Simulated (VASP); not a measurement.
Pd, 1 atom in the cell. It takes space group Fm-3m (No. 225, cubic). Conventional cell: a = 3.893 Å, b = 3.893 Å, c = 3.893 Å, α = 90.00°, β = 90.00°, γ = 90.00°. Within 3.6 Å of Pd (site symmetry m-3m) lie 12 Pd at 2.75 Å. 

```yaml
Program: VASP 6.6.1
Task: single point
Functional: r2SCAN
Potentials_or_basis: VASP PAW PBE potentials, release 64 (Pd)
Cutoff: 520 eV
k_mesh: 7 × 7 × 7
Occupations: fermi-dirac, width 0.05 eV
Spin: no spin polarisation
Dipole_correction: no
Further_INCAR_settings: ALGO = Normal; EDIFF = 1e-06; NBANDS = 11
```

Potentials or basis: VASP PAW PBE potentials, release 64 (Pd).

The run is started by

```console
$ cat potpaw_PBE.64/Pd/POTCAR > POTCAR
$ cp INCAR.step1 INCAR
$ mpirun -np 1 vasp_std > vasp.out
$ cp INCAR.step2 INCAR
$ mpirun -np 1 vasp_std > vasp.out
```

Hardware: 1 thread of Intel Xeon 8259CL (shared host).

**Question.** Estimate the wall time of this run.

**Answer.** It took 26 s on 1 thread of Intel Xeon 8259CL, with other jobs on the host, peak memory 0.13 GiB. Counts: k points 20.
